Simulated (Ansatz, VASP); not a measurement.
**Sn4Se: VASP beside Ansatz**

INCAR

```
SYSTEM = Sn4Se
PREC = Accurate
ENCUT = 600
EDIFF = 1E-6
ISMEAR = 0
SIGMA = 0.1
LREAL = .False.
LASPH = .True.
NELM = 80
ALGO = Normal
ISIF = 3
LWAVE = .False.
LCHARG = .False.
GGA = PE
IBRION = 2
NSW = 100
EDIFFG = -0.01
```

File KPOINTS:

```
regular mesh
0
Gamma
  8 8 8
  0 0 0
```

POSCAR

```
Sn4Se
1.0
    0.0000000000      4.3753437673      4.3753437673
    4.3753437673      0.0000000000      4.3753437673
    4.3753437673      4.3753437673      0.0000000000
Sn Se
4 1
Direct
    0.1251227425      0.6246317726      0.1251227425
    0.1251227425      0.1251227425      0.1251227425
    0.6246317726      0.1251227425      0.1251227425
    0.1251227425      0.1251227425      0.6246317726
    0.7500000000      0.7500000000      0.7500000000
```

Input for Ansatz:

```yaml
crystal:
  lattice:
    - [0.0, 4.3753437673, 4.3753437673]
    - [4.3753437673, 0.0, 4.3753437673]
    - [4.3753437673, 4.3753437673, 0.0]
  atoms:
    - { symbol: Sn, position: [0.1251227425, 0.6246317726, 0.1251227425] }
    - { symbol: Sn, position: [0.1251227425, 0.1251227425, 0.1251227425] }
    - { symbol: Sn, position: [0.6246317726, 0.1251227425, 0.1251227425] }
    - { symbol: Sn, position: [0.1251227425, 0.1251227425, 0.6246317726] }
    - { symbol: Se, position: [0.75, 0.75, 0.75] }
basis:
  ecutwfc: 420
kpoints:
  mp_grid: { grid: [8, 8, 8] }
hamiltonian:
  xc: pbe
scf:
  occupations: { method: gaussian, width: 0.1 }
output:
  forces: true
  stress: true
  eigenvalues: true
  write_density: true
  write_potential: true
  elf: true
  volumetric_format: npy
relax:
  adjacent_minimum: "off"
  f_tol: 0.01
  max_steps: 80
  cell: { stress_tol: 0.05 }
```

Alike in both runs: task relaxation of cell and atoms; functional PBE; k mesh 8 × 8 × 8; occupations gaussian, width 0.1 eV; no spin polarisation.

|  | VASP | Ansatz |
| --- | --- | --- |
| version | VASP 6.6.1 | Ansatz 0.2.0 |
| potentials or method | VASP PAW PBE potentials, release 64 (Sn_d, Se), cutoff 600 eV | scalar-relativistic, plane waves, PAW |
| valence electrons in the cell | 62 | 72 |

```tsv
	VASP	Ansatz	Ansatz less VASP
gap on the k mesh at the Fermi level, each at its own relaxed structure (eV)	none	none	-
relaxed volume (Å³/atom)	33.39	33.39	+0.007
relaxed length of the cell vector where the two differ most in proportion (Å)	6.180	6.181	+0.0004
```

A gap of «none» marks a metal or a gap that the smearing closes. VASP's potentials hold 62 valence electrons a cell and Ansatz's 72, so a difference there can come from the potentials and not from the codes.
